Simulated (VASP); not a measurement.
Here is a VASP 6.6.1 calculation.

Contents of INCAR:

```
SYSTEM = HC4
PREC = Accurate
ENCUT = 520
EDIFF = 1E-6
ISMEAR = 0
SIGMA = 0.1
LREAL = .FALSE.
LASPH = .TRUE.
NELM = 100
ALGO = Normal
ISIF = 2
LWAVE = .FALSE.
LCHARG = .FALSE.
LDIPOL = .TRUE.
IDIPOL = 3
DIPOL = 0.5 0.5 0.241
GGA = PE
IVDW = 12
NBANDS = 28
```

Contents of KPOINTS:

```
Automatic mesh
0
G
  6 6 1
  0 0 0
```

File POSCAR:

```
HC4
1.0
    4.9314011428      0.0000000001      0.0000000000
   -2.4657005715      4.2707186659      0.0000000000
    0.0000000000      0.0000000000     18.0000000000
C H
8 2
Direct
    0.1666666667      0.3333333333      0.2222222222
    0.1666666667      0.8333333333      0.2222222222
    0.6666666667      0.3333333333      0.2222222222
    0.6666666667      0.8333333333      0.2222222222
    0.3333333333      0.1666666667      0.2222222222
    0.3333333333      0.6666666667      0.2222222222
    0.8333333333      0.1666666667      0.2222222222
    0.8333333333      0.6666666667      0.2222222222
    0.1302565185      0.1302577926      0.3183333333
    0.3697434815      0.3697422074      0.3183333333
```

Potentials or basis: VASP PAW PBE potentials, release 64 (C, H).

Run with:

```console
$ cat potpaw_PBE.64/C/POTCAR potpaw_PBE.64/H/POTCAR > POTCAR
$ mpirun -np 1 vasp_std > vasp.out
```

Q: What does it give for the largest force?

A: 4.878 eV/Å.

Q: Predict the band gap on the k mesh.

A: 0.29 eV.

Forces in eV/Å, atoms in the order of the input:
```
C   -0.798  0.461 -1.759
C   -0.011  0.189 -0.283
C   -0.169 -0.085 -0.283
C   -0.147  0.085  0.214
C    0.798 -0.461 -1.759
C    0.011 -0.189 -0.283
C    0.169  0.085 -0.283
C    0.147 -0.085  0.214
H    2.199  3.808  2.111
H   -2.199 -3.808  2.111
```
